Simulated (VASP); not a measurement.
Wanted: the native input for a VASP 6.6.1 run.

- Task: single point
- Functional: r2SCAN
- Dispersion: D3(BJ)
- Potentials or basis: VASP PAW PBE potentials, release 64 (F_h, H_h)
- Cutoff: 1110 eV
- k mesh: 1 × 1 × 1
- Occupations: fermi-dirac, width 0.02 eV
- Spin: no spin polarisation
- Dipole correction: no
- Further INCAR settings: LREAL = Auto; ALGO = Normal; EDIFF = 1e-06; NBANDS = 46

HF:

```xyz
16
Lattice="6.6884 0.0000 0.0000 0.0000 6.6884 0.0000 0.0000 0.0000 6.6884" Properties=species:S:1:pos:R:3 pbc="T T T"
F     0.9535    1.3413    4.7110
F     5.1245    0.8452    6.0522
F     0.0139    4.7987    2.3447
F     5.2598    4.4533    4.3187
F     0.6925    6.3654    7.0818
F     3.3102    2.1061    3.6433
F     3.3516    6.0707    4.8952
F     4.9292    1.8083    1.6687
H     1.8322    1.5903    4.4270
H     4.4280    0.3098    5.6714
H     0.1053    5.4353    1.6299
H     5.8751    4.6246    3.6401
H     0.2051    6.7469    6.4057
H     3.8149    1.8656    2.8484
H     3.9079    5.3426    4.5936
H     5.0947    1.3642    0.8452
```

These files were run (other wordings do the same):

POSCAR

```
HF
1.0
    6.6883740000      0.0000000000      0.0000000000
    0.0000000000      6.6883740000      0.0000000000
    0.0000000000      0.0000000000      6.6883740000
F H
8 8
Direct
    0.1425608078      0.2005420151      0.7043565447
    0.7661802405      0.1263685314      0.9048836085
    0.0020782331      0.7174688497      0.3505635301
    0.7864093724      0.6658270007      0.6457025280
    0.1035378703      0.9517111334      1.0588223685
    0.4949184959      0.3148896877      0.5447213329
    0.5011083411      0.9076496021      0.7318968706
    0.7369803184      0.2703646656      0.2494926271
    0.2739380304      0.2377707945      0.6618948043
    0.6620443175      0.0463191801      0.8479489933
    0.0157437368      0.8126489338      0.2436915161
    0.8784048260      0.6914386068      0.5442428907
    0.0306651512      1.0087504078      0.9577365141
    0.5703777929      0.2789317703      0.4258733139
    0.5842825177      0.7987890629      0.6868036985
    0.7617247480      0.2039658667      0.1263685314
```

INCAR.step1

```
PREC = Accurate
ENCUT = 1110
ISMEAR = -1
SIGMA = 0.02
LREAL = Auto
LASPH = True
NELM = 120
NBANDS = 46
GGA = PE
ALGO = Normal
EDIFF = 1E-5
LWAVE = True
LCHARG = False
GGA_COMPAT = False
```

INCAR.step2

```
PREC = Accurate
ENCUT = 1110
EDIFF = 1E-6
ISMEAR = -1
SIGMA = 0.02
LREAL = Auto
LASPH = True
NELM = 120
ALGO = Normal
ISIF = 2
LWAVE = False
LCHARG = False
METAGGA = R2SCAN
LMIXTAU = True
IVDW = 12
VDW_S6 = 1.0
VDW_S8 = 0.78981345
VDW_A1 = 0.49484001
VDW_A2 = 5.73083694
NBANDS = 46
ISTART = 1
GGA_COMPAT = False
```

KPOINTS

```
Automatic mesh
0
Gamma
  1 1 1
```

Potentials or basis: VASP PAW PBE potentials, release 64 (F_h, H_h).

The run is started by

```console
$ cat potpaw_PBE.64/F_h/POTCAR potpaw_PBE.64/H_h/POTCAR > POTCAR
$ cp INCAR.step1 INCAR
$ mpirun -np 1 vasp_gam > vasp.out
$ cp INCAR.step2 INCAR
$ mpirun -np 1 vasp_gam > vasp.out
```

It gave:

```yaml
Pressure: -1.0 GPa
Largest_force: 1.214 eV/Å
Dispersion_energy_per_atom: -0.008 eV
```

Caveat: the k points lie up to 0.94 Å⁻¹ apart, too coarse for converged energies, forces and pressures; the PAW data sets were made with another functional, which shifts forces and pressure a little.

It took 2.8 min on 1 thread of Intel(R) Xeon(R) 6975P-C (Granite Rapids), with other jobs on the host, peak memory 1 GiB.
